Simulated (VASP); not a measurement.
A run of VASP 6.6.1 is set up as follows.

INCAR

```
SYSTEM = Ga
PREC     = Accurate       ! precision mode
ENCUT    = 520            ! plane-wave cutoff, eV
EDIFF    = 1E-7           ! SCF threshold, eV
ISMEAR   = -1             ! smearing method
SIGMA    = 0.1            ! smearing width, eV
LREAL    = .FALSE.        ! projectors in reciprocal space
LASPH    = .TRUE.         ! aspherical terms in the spheres
NELM     = 100            ! most SCF steps
ALGO     = Normal         ! electronic algorithm
ISIF     = 2              ! what is computed and relaxed
LWAVE    = .FALSE.        ! write WAVECAR
LCHARG   = .TRUE.         ! write CHGCAR
GGA      = RP             ! functional
LELF     = .TRUE.         ! ELF
LVHAR    = .TRUE.       
NBANDS   = 34             ! bands
```

Contents of KPOINTS:

```
regular mesh
0
G
  10 10 9
  0 0 0
```

POSCAR

```
Ga
1.0
    2.3452650265     -3.9234499101      0.0000000000
    2.3452650265      3.9234499101      0.0000000000
    0.0000000000      0.0000000000      4.6011853829
Ga
4
Direct
    0.8438269408      0.1561730592      0.0823280072
    0.6561730592      0.3438269408      0.5823280072
    0.1561730592      0.8438269408      0.9176719928
    0.3438269408      0.6561730592      0.4176719928
```

Potentials or basis: VASP PAW PBE potentials, release 64 (Ga_d).

Run with:

```console
$ cat potpaw_PBE.64/Ga_d/POTCAR > POTCAR
$ mpirun -np 1 vasp_std > vasp.out
```

Question: Estimate the largest force.

Answer: 0.017 eV/Å.

Question: Estimate the pressure.

Answer: 0.1 GPa.

Question: What does it give for the band gap on the k mesh?

Answer: Zero (bands 26 and 27 overlap by 0.97 eV).

Forces on the atoms (eV/Å):
```
Ga   0.000  0.017  0.001
Ga   0.000 -0.017  0.001
Ga   0.000 -0.017 -0.001
Ga   0.000  0.017 -0.001
```

Caveat: the PAW data sets were made with another functional, which shifts forces and pressure a little.
